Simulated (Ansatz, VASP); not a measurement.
# One calculation of MoSe, two programs

File INCAR:

```
SYSTEM = MoSe
PREC = Accurate
ENCUT = 520
EDIFF = 1E-6
ISMEAR = 0
SIGMA = 0.1
LREAL = .False.
LASPH = .True.
NELM = 60
ALGO = Normal
ISIF = 2
LWAVE = .False.
LCHARG = .False.
GGA = PE
NBANDS = 17
```

The input KPOINTS:

```
Automatic mesh
0
Gamma
  12 12 12
  0 0 0
```

File POSCAR:

```
MoSe
1.0
    0.0000000000      3.0003406808      3.0003406808
    3.0003406808      0.0000000000      3.0003406808
    3.0003406808      3.0003406808      0.0000000000
Mo Se
1 1
Direct
    0.0000000000      0.0000000000      0.0000000000
    0.2500000000      0.2500000000      0.2500000000
```

Input for Ansatz:

```yaml
crystal:
  lattice:
    - [0.0, 3.0003406808, 3.0003406808]
    - [3.0003406808, 0.0, 3.0003406808]
    - [3.0003406808, 3.0003406808, 0.0]
  atoms:
    - { symbol: Mo, position: [0.0, 0.0, 0.0] }
    - { symbol: Se, position: [0.25, 0.25, 0.25] }
basis:
  ecutwfc: 420
kpoints:
  mp_grid: { grid: [12, 12, 12] }
hamiltonian:
  xc: pbe
scf:
  occupations: { method: gaussian, width: 0.1 }
  lower_state_search: "off"
output:
  forces: true
  stress: true
  eigenvalues: true
```

Alike in both runs: task single point; functional PBE; k mesh 12 × 12 × 12; occupations gaussian, width 0.1 eV; no spin polarisation.

|  | VASP | Ansatz |
| --- | --- | --- |
| version | VASP 6.6.1 | Ansatz 0.2.0 |
| potentials or method | VASP PAW PBE potentials, release 64 (Mo_sv, Se), cutoff 520 eV | scalar-relativistic, plane waves, PAW |
| valence electrons in the cell | 20 | 30 |

|  | VASP | Ansatz | Ansatz less VASP |
| --- | --- | --- | --- |
| gap on the k mesh at the Fermi level (eV) | none | none | - |
| pressure (GPa) | -12.7 | -12.8 | -0.08 |

A gap of «none» marks a metal or a gap that the smearing closes. VASP's potentials hold 20 valence electrons a cell and Ansatz's 30, so a difference there can come from the potentials and not from the codes.
